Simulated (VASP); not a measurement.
# Ba: single point with PBEsol

Crystal: Ba.

```xyz
1
Lattice="0.0000 3.1004 3.1004 3.1004 0.0000 3.1004 3.1004 3.1004 0.0000" Properties=species:S:1:pos:R:3 pbc="T T T"
Ba    0.0000    0.0000    0.0000
```

```
Program             : VASP 6.6.1
Task                : single point
Functional          : PBEsol
Potentials or basis : VASP PAW PBE potentials, release 64 (Ba_sv)
Cutoff              : 520 eV
k mesh              : 7 × 7 × 7
Occupations         : fermi-dirac, width 0.05 eV
Spin                : no spin polarisation
```

```
Pressure               : 0.1 GPa
Band gap on the k mesh : zero (band 5 reaches 1.69 eV, above the bottom of band 6 at 1.58 eV)
```

Levels at points of the mesh, in eV from the Fermi level:
```tsv
k point	band 2	band 3	band 4	band 5	band 6	band 7	band 8	band 9
(0.00, 0.00, 0.00)	-13.64	-13.64	-13.64	-2.79	1.86	1.86	1.86	3.54
```

Wall time 10 s on 1 thread of Intel(R) Xeon(R) 6975P-C (Granite Rapids), with other jobs on the host, peak memory 0.2 GiB.

Caveat: the PAW data sets were made with another functional, which shifts forces and pressure a little; spin-orbit coupling is left out, which moves the levels of the heavy elements.
